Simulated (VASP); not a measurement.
Wanted: the native input for a VASP 6.6.1 run.

```
Task                   : single point
Functional             : PBE
Potentials or basis    : VASP PAW PBE potentials, release 64 (Ta_pv, N)
Cutoff                 : 520 eV
k mesh                 : 8 × 8 × 1
Occupations            : gaussian, width 0.1 eV
Spin                   : no spin polarisation
Dipole correction      : yes
Further INCAR settings : ALGO = Normal; EDIFF = 1e-06; NBANDS = 32
```

The structure of Ta4N lies in POSCAR:

```
Ta4N
1.0
    3.3189671338      0.0000000000      0.0000000000
    0.0000000000      3.3189671338      0.0000000000
    0.0000000000      0.0000000000     20.2996559829
Ta N
4 1
Direct
    0.5000000000      0.5000000000      0.1970476743
    0.0000000000      0.0000000000      0.2787970186
    0.5000000000      0.5000000000      0.3599139064
    0.0000000000      0.0000000000      0.4334879365
    0.0000000000      0.2500000000      0.5104278317
```

The input as run:

INCAR

```
PREC = Accurate
ENCUT = 520
EDIFF = 1E-6
ISMEAR = 0
SIGMA = 0.1
LREAL = F
LASPH = T
NELM = 80
ALGO = Normal
ISIF = 2
LWAVE = F
LCHARG = F
LDIPOL = T
IDIPOL = 3
DIPOL = 0.5 0.5 0.356
GGA = PE
NBANDS = 32
```

KPOINTS

```
regular mesh
0
Gamma
  8 8 1
```

Potentials or basis: VASP PAW PBE potentials, release 64 (Ta_pv, N).

Launch:

```console
$ cat potpaw_PBE.64/Ta_pv/POTCAR potpaw_PBE.64/N/POTCAR > POTCAR
$ mpirun -np 1 vasp_std > vasp.out
```

Results of the run:

```yaml
Largest_force: 2.792 eV/Å
```

It took 3.5 min on 1 thread of Intel(R) Xeon(R) 6975P-C (Granite Rapids), with other jobs on the host, peak memory 0.43 GiB.
